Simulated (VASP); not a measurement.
# BaTe in VASP: further runs, part 3 of 3

VASP 6.6.1.

**6. Electric field gradients, PBEsol (equal xx and yy strain of -2 %)**

INCAR

```
SYSTEM = BaTe
PREC = Accurate
ENCUT = 520
EDIFF = 1E-8
ISMEAR = -1
SIGMA = 0.05
LREAL = .FALSE.
LASPH = .TRUE.
NELM = 60
ALGO = Normal
ISIF = 2
LWAVE = .FALSE.
LCHARG = .FALSE.
GGA = PS
LEFG = .TRUE.
NBANDS = 15
```

KPOINTS

```
regular mesh
0
G
  10 10 10
  0 0 0
```

POSCAR

```
BaTe
1.0
    0.0000000000      3.3418000000      3.4100000000
    3.3418000000      0.0000000000      3.4100000000
    3.3418000000      3.3418000000      0.0000000000
Ba Te
1 1
Direct
    0.0000000000      0.0000000000      0.0000000000
    0.5000000000      0.5000000000      0.5000000000
```

Potentials or basis: VASP PAW PBE potentials, release 64 (Ba_sv, Te).

On the command line:

```sh
$ cat potpaw_PBE.64/Ba_sv/POTCAR potpaw_PBE.64/Te/POTCAR > POTCAR
$ mpirun -np 1 vasp_std > vasp.out
```

OUTCAR:

```text
SYSTEM = BaTe
   PREC = Accurate
   ENCUT = 520
   EDIFF = 1E-8
   ISMEAR = -1
   LREAL = .FALSE.
   LASPH = .TRUE.
   NELM = 60
   ISIF = 2
   GGA = PS

 ion  position               nearest neighbor table
   1  0.000  0.000  0.000-   2 3.34   2 3.34   2 3.34   2 3.34   2 3.41   2 3.41
   2  0.500  0.500  0.500-   1 3.34   1 3.34   1 3.34   1 3.34   1 3.41   1 3.41

  LATTYP: Found a body centered tetragonal cell.
 ALAT       =     4.7260188827
 C/A-ratio  =     1.4430750636

  Lattice vectors:

 A1 = (  -3.3418000000,   0.0000000000,   3.4100000000)
 A2 = (   3.3418000000,   0.0000000000,   3.4100000000)
 A3 = (   0.0000000000,   3.3418000000,  -3.4100000000)

Analysis of symmetry for initial positions (statically):
=====================================================================
 Subroutine PRICEL returns:
 Original cell was already a primitive cell.

 Routine SETGRP: Setting up the symmetry group for a
 body centered tetragonal supercell.

 Subroutine GETGRP returns: Found 16 space group operations
 (whereof 16 operations were pure point group operations)
 out of a pool of 16 trial point group operations.

The static configuration has the point symmetry D_4h.

Analysis of symmetry for dynamics (positions and initial velocities):
=====================================================================
 Subroutine PRICEL returns:
 Original cell was already a primitive cell.

 Routine SETGRP: Setting up the symmetry group for a
 body centered tetragonal supercell.

 Subroutine GETGRP returns: Found 16 space group operations
 (whereof 16 operations were pure point group operations)
 out of a pool of 16 trial point group operations.

[... 167 lines left out ...]
     12       6.1179      0.00000
     13       6.5241      0.00000
     14       6.5447      0.00000
[... 401 lines left out ...]
      2      -9.3032      2.00000
      3      -9.0399      2.00000
      4      -9.0221      2.00000
      5      -6.4437      2.00000
      6       1.2551      2.00000
      7       2.3638      2.00000
      8       2.4847      2.00000
      9       4.5656      0.00000
     10       7.5333      0.00000
     11       7.9091      0.00000
     12       8.5846      0.00000
     13       8.6012      0.00000
     14       9.9611      0.00000
     15      11.3556      0.00000

 [... further k-points ...]
[... 5 lines left out ...]
  --------------------------------------------------------------------------------------
  -------------------------------------------------------------------------------------
  Total        2.3756050      2.3756050      1.3233092      0.0000000      0.0000000     -0.0000000
  in kB       49.9734736     49.9734736     27.8372691      0.0000000      0.0000000     -0.0000000
  external PRESSURE =      42.5947388 kB  Pullay stress =       0.0000000 kB

 VOLUME and BASIS-vectors are now :
 -----------------------------------------------------------------------------
  energy-cutoff  :      520.00
  volume of cell :       76.16
      direct lattice vectors                 reciprocal lattice vectors
     0.000000000  3.341800000  3.410000000    -0.149619965  0.149619965  0.146627566
     3.341800000  0.000000000  3.410000000     0.149619965 -0.149619965  0.146627566
     3.341800000  3.341800000  0.000000000     0.149619965  0.149619965 -0.146627566

 POSITION                                       TOTAL-FORCE (eV/Angst)
 -----------------------------------------------------------------------------------
      0.00000      0.00000      0.00000        -0.000000      0.000000     -0.000000
      3.34180      3.34180      3.41000         0.000000     -0.000000      0.000000
 -----------------------------------------------------------------------------------
    total drift:                                0.000000      0.000000      0.000000

  FREE ENERGIE OF THE ION-ELECTRON SYSTEM (eV)
  ---------------------------------------------------
  free  energy   TOTEN  =        -9.0839100985 eV

  energy  without entropy=       -9.0839099364  energy(sigma->0) =       -9.08391002

 Electric field gradients (V/A^2)
---------------------------------------------------------------------
 ion       V_xx      V_yy      V_zz      V_xy      V_xz      V_yz
---------------------------------------------------------------------
   1     -12.696   -12.696    25.392    -0.000    -0.000    -0.000
   2     -13.043   -13.043    26.085     0.000     0.000     0.000
---------------------------------------------------------------------

 Electric field gradients after diagonalization (V/A^2)
 (convention: |V_zz| > |V_xx| > |V_yy|)
----------------------------------------------------------------------
 ion       V_xx      V_yy      V_zz     asymmetry (V_yy - V_xx)/ V_zz
----------------------------------------------------------------------
   1     -12.696   -12.695    25.392       0.000
   2     -13.043   -13.042    26.085       0.000
----------------------------------------------------------------------

           NMR quadrupolar parameters

 Cq : quadrupolar parameter    Cq=e*Q*V_zz/h
 eta: asymmetry parameters     (V_yy - V_xx)/ V_zz
 Q  : nuclear electric quadrupole moment in mb (millibarn)
----------------------------------------------------------------------
 ion       Cq(MHz)       eta       Q (mb)
----------------------------------------------------------------------
   1       0.061       0.000       1.000
   2       0.063       0.000       1.000
----------------------------------------------------------------------
```

OSZICAR:

```text
N       E                     dE             d eps       ncg     rms          rms(c)
DAV:   1     0.820134463165E+02    0.82013E+02   -0.64900E+03  3060   0.908E+02
DAV:   2    -0.426981225141E+01   -0.86283E+02   -0.78698E+02  4170   0.158E+02
DAV:   3    -0.907057684330E+01   -0.48008E+01   -0.47657E+01  4084   0.398E+01
DAV:   4    -0.918882963404E+01   -0.11825E+00   -0.11822E+00  3973   0.623E+00
DAV:   5    -0.919136100342E+01   -0.25314E-02   -0.25313E-02  4334   0.748E-01    0.444E+00
DAV:   6    -0.909424115778E+01    0.97120E-01   -0.90035E-02  3606   0.159E+00    0.288E+00
DAV:   7    -0.908305034863E+01    0.11191E-01   -0.78523E-02  3788   0.155E+00    0.717E-01
DAV:   8    -0.908366536591E+01   -0.61502E-03   -0.91905E-03  3410   0.562E-01    0.187E-01
DAV:   9    -0.908385033311E+01   -0.18497E-03   -0.39896E-04  4019   0.143E-01    0.479E-02
DAV:  10    -0.908390175883E+01   -0.51426E-04   -0.54077E-05  3781   0.484E-02    0.146E-02
DAV:  11    -0.908391145312E+01   -0.96943E-05   -0.22568E-05  3900   0.275E-02    0.165E-02
DAV:  12    -0.908390992259E+01    0.15305E-05   -0.38548E-06  3837   0.113E-02    0.270E-03
DAV:  13    -0.908391004204E+01   -0.11945E-06   -0.25833E-07  3810   0.274E-03    0.959E-04
DAV:  14    -0.908391006145E+01   -0.19415E-07   -0.54730E-09  3232   0.447E-04    0.107E-03
DAV:  15    -0.908391009875E+01   -0.37292E-07   -0.70030E-09  2757   0.513E-04    0.128E-04
DAV:  16    -0.908391009847E+01    0.28183E-09   -0.12379E-09  1929   0.188E-04
   1 F= -.90839101E+01 E0= -.90839100E+01  d E =-.162049E-06
```

stdout:

```text
POSCAR found type information on POSCAR BaTe
 POSCAR found :  2 types and       2 ions
 scaLAPACK will be used
 -----------------------------------------------------------------------------
|                                                                             |
|                                                                             |
|     You enforced a specific xc type in the INCAR file but a different       |
|     I HOPE YOU KNOW WHAT YOU ARE DOING!                                     |
|                                                                             |
 -----------------------------------------------------------------------------

 LDA part: xc-table for (Slater+PW92), standard interpolation
 POSCAR, INCAR and KPOINTS ok, starting setup
 FFT: planning ... GRIDC
 FFT: planning ... GRID_SOFT
 FFT: planning ... GRID
 WAVECAR not read
 entering main loop
ion   1

ion   2
```

Run time: 64 s. Hardware: 1 thread of Intel Xeon Platinum 8488C (Sapphire Rapids), shared host; peak memory 0.29 GiB.

Results:

* Free energy: -9.0839 eV
* Pressure: 4.3 GPa
* Band gap on the k mesh: 1.09 eV (least direct gap 1.46 eV)
* Largest electric field gradient by atom: Ba +25.4; Te +26.1 V/Å²

Stress tensor (GPa, compression positive):
```
5.00 0.00 0.00
0.00 5.00 0.00
0.00 0.00 2.78
```

Electric field gradients, principal values (V/Å²):
```
atom    least   middle  greatest (by size)
1 Ba  -12.695  -12.696              25.392
2 Te  -13.042  -13.043              26.085
```

Caveat: the cell differs from its parent crystal (equal xx and yy strain of -2 %); the cell stands under pressure; without QUAD_EFG the Cq values of the log hold for a quadrupole moment of 1 mb, not for the nuclei; the PAW data sets were made with another functional, which shifts forces and pressure a little; spin-orbit coupling is left out, which moves the levels of the heavy elements.

**7. Overview**

| cell | gap on the mesh (eV) | pressure (GPa) |
| --- | --- | --- |
| a = 4.724 Å, angles 60.0°, 2 atoms | 1.06 | 5.3 |
| a = 4.757 Å, angles 60.0°, 2 atoms | 1.12 | 4.2 |
| a = 4.774, b = 4.774, c = 4.726 Å, angles 60.3, 60.3, 59.3°, 2 atoms | 1.09 | 4.3 |

Alike in all rows: task electric field gradients; level PBEsol; potentials or basis VASP PAW PBE potentials, release 64 (Ba_sv, Te); no spin polarisation; k mesh 10 × 10 × 10; cutoff (eV) 520; smearing fermi-dirac 0.05 eV.

Caveats: the cell stands under pressure; the PAW data sets were made with another functional, which shifts forces and pressure a little; spin-orbit coupling is left out, which moves the levels of the heavy elements.

Absolute energies hang on the potentials; compare differences alone.
